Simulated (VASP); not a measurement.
Input of a VASP 6.6.1 run:

File INCAR:

```
SYSTEM = Sn
PREC     = Accurate       ! precision mode
ENCUT    = 520            ! plane-wave cutoff, eV
EDIFF    = 1E-6           ! SCF threshold, eV
ISMEAR   = 0              ! smearing method
SIGMA    = 0.1            ! smearing width, eV
LREAL    = .False.        ! projectors in reciprocal space
LASPH    = .True.         ! aspherical terms in the spheres
NELM     = 100            ! most SCF steps
ALGO     = Fast           ! electronic algorithm
ISIF     = 2              ! what is computed and relaxed
LWAVE    = .False.        ! write WAVECAR
LCHARG   = .False.        ! write CHGCAR
GGA      = PE             ! functional
NBANDS   = 66             ! bands
```

The input KPOINTS:

```
Automatic mesh
0
Gamma
  2 2 2
  0 0 0
```

File POSCAR:

```
Sn
1.0
    0.0000000000      7.3419482600      7.3419482600
    7.3419482600      0.0000000000      7.3419482600
    7.3419482600      7.3419482600      0.0000000000
Sn
8
Direct
    0.8062530200      0.0645823300      0.0645823300
    0.1854176700      0.1854176700      0.1854176700
    0.1854176700      0.1854176700      0.4437469800
    0.1854176700      0.4437469800      0.1854176700
    0.0645823300      0.8062530200      0.0645823300
    0.0645823300      0.0645823300      0.0645823300
    0.0645823300      0.0645823300      0.8062530200
    0.4437469800      0.1854176700      0.1854176700
```

Potentials or basis: VASP PAW PBE potentials, release 64 (Sn_d).

Run with:

```console
$ cat potpaw_PBE.64/Sn_d/POTCAR > POTCAR
$ mpirun -np 1 vasp_std > vasp.out
```

(1) What does it give for the band gap on the k mesh?

(2) Estimate the pressure.

## Answers

(1) zero (bands 56 and 57 overlap by 0.17 eV).

(2) 2.8 GPa.

Caveat: the k points lie up to 0.37 Å⁻¹ apart; spin-orbit coupling is left out, which moves the levels of the heavy elements; forces of over 1 eV/Å act on the atoms, so gaps and moduli don't describe the material at rest.
